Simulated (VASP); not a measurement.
**CoO: single point with PBE**

CoO:

```
Co O
1.0
     1.50547    0.86918    2.43993
    -1.50547    0.86918    2.43993
     0.00000   -1.73837    2.43993
Co O
1 1
Direct
  0.00000 0.00000 0.00000
  0.50000 0.50000 0.50000
```

```
Program                : VASP 6.6.1
Task                   : single point
Functional             : PBE
Potentials or basis    : VASP PAW PBE potentials, release 64 (Co, O)
Cutoff                 : 520 eV
k mesh                 : 18 × 18 × 18
Occupations            : gaussian, width 0.1 eV
Spin                   : collinear spin, ferromagnetic start
Starting moments       : [2.0, 0.09] μB
Fixed moment           : 2 μB
Dipole correction      : no
Further INCAR settings : ALGO = Normal; EDIFF = 1e-07; NBANDS = 18
```

```json
{
 "Pressure": "-7.8 GPa",
 "Net moment": "2.00 μB per cell",
 "Site moments": "Co +1.89; O +0.08 μB",
 "Valence electrons inside the program's atomic spheres": "Co 7.86; O 4.95"
}
```

Stress tensor (GPa, compression positive):
```
-7.72  0.00  0.00
 0.00 -7.72  0.00
 0.00  0.00 -7.86
```

Run time: 3.5 min on 1 thread of Intel(R) Xeon(R) 6975P-C (Granite Rapids), with other jobs on the host, peak memory 0.4 GiB.

Caveat: the cell stands under tension; the total moment is fixed, so each spin has its own Fermi level and the state may be an excited one; a cell with one magnetic atom can't hold antiferromagnetic order, which such compounds often take.
